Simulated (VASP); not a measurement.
# Be16H (a cell with a defect): single point with LDA

System: Be16H (a cell with a defect).

```
Be H
1.0
    -2.29000   -3.96640    0.00000
     3.43500   -1.98320    0.00000
     0.00000    0.00000    7.17686
Be H
16 1
Cartesian
  0.0034 -3.9653 -0.0370
  0.0049 -2.5251 1.7959
  0.0035 -3.9663 3.6152
  0.0042 -2.6406 5.3890
  -1.1425 -1.9788 0.0150
  2.2487 -2.6177 1.8124
  -1.1387 -1.9725 3.6082
  2.2878 -2.6407 5.3993
  1.1435 -1.9796 0.0025
  1.0455 -0.7211 1.7958
  1.1428 -1.9796 3.6123
  1.1458 -0.6630 5.3893
  -0.0001 0.0005 0.0149
  1.2634 -4.6929 1.8017
  -0.0042 -0.0074 3.6082
  1.1577 -4.6324 5.3940
  0.0076 -3.9690 1.9911
```

```
Program                : VASP 6.6.1
Task                   : single point
Functional             : LDA
Potentials or basis    : VASP PAW LDA potentials, release 64 (Be, H)
Cutoff                 : 520 eV
k mesh                 : 4 × 4 × 3
Occupations            : gaussian, width 0.15 eV
Spin                   : no spin polarisation
Dipole correction      : no
Further INCAR settings : LREAL = Auto; ALGO = Normal; EDIFF = 1e-07; NBANDS = 30
```

```json
{
  "Pressure": "-4.5 GPa",
  "Largest force": "0.015 eV/Å",
  "Band gap on the k mesh": "zero (an odd number of electrons rules out a gap without spin polarisation)"
}
```

Forces on the atoms (eV/Å):
```
Be  -0.001 -0.002 -0.002
Be   0.010  0.005 -0.002
Be  -0.002  0.002  0.004
Be   0.001 -0.005  0.000
Be  -0.005 -0.006 -0.002
Be  -0.007  0.003 -0.012
Be   0.001  0.004  0.003
Be   0.007 -0.002  0.007
Be  -0.001  0.000  0.002
Be   0.003 -0.012 -0.002
Be   0.000  0.000  0.000
Be   0.006  0.003 -0.002
Be   0.001  0.002 -0.001
Be  -0.011  0.005 -0.006
Be  -0.002  0.000  0.004
Be   0.001  0.000  0.002
H    0.000  0.002  0.007
```

Stress tensor (GPa, compression positive):
```
-4.58  0.21 -0.02
 0.21 -4.35  0.01
-0.02  0.01 -4.52
```

Levels at points of the mesh, in eV from the Fermi level:
```csv
k point,band 12,band 13,band 14,band 15,band 16,band 17,band 18,band 19,band 20,band 21
"(0.00, 0.00, 0.00)",-4.38,-4.11,-3.74,-0.86,0.05,0.35,0.52,0.86,0.98,1.25
"(0.50, 0.00, 0.00)",-2.99,-2.52,-2.48,-2.43,-2.40,-0.39,-0.10,0.33,0.42,0.47
"(0.00, 0.50, 0.00)",-4.12,-3.81,-3.71,-2.78,-2.63,-0.16,0.61,0.64,0.77,0.86
"(0.50, 0.50, 0.00)",-6.42,-1.33,-1.14,-1.03,-0.90,-0.52,0.27,0.44,0.52,3.80
```

It took 4 min on 1 thread of Intel Xeon 8259CL (shared host), peak memory 0.23 GiB.

Caveat: the k points lie up to 0.40 Å⁻¹ apart, too coarse for converged energies and pressures of a metal.
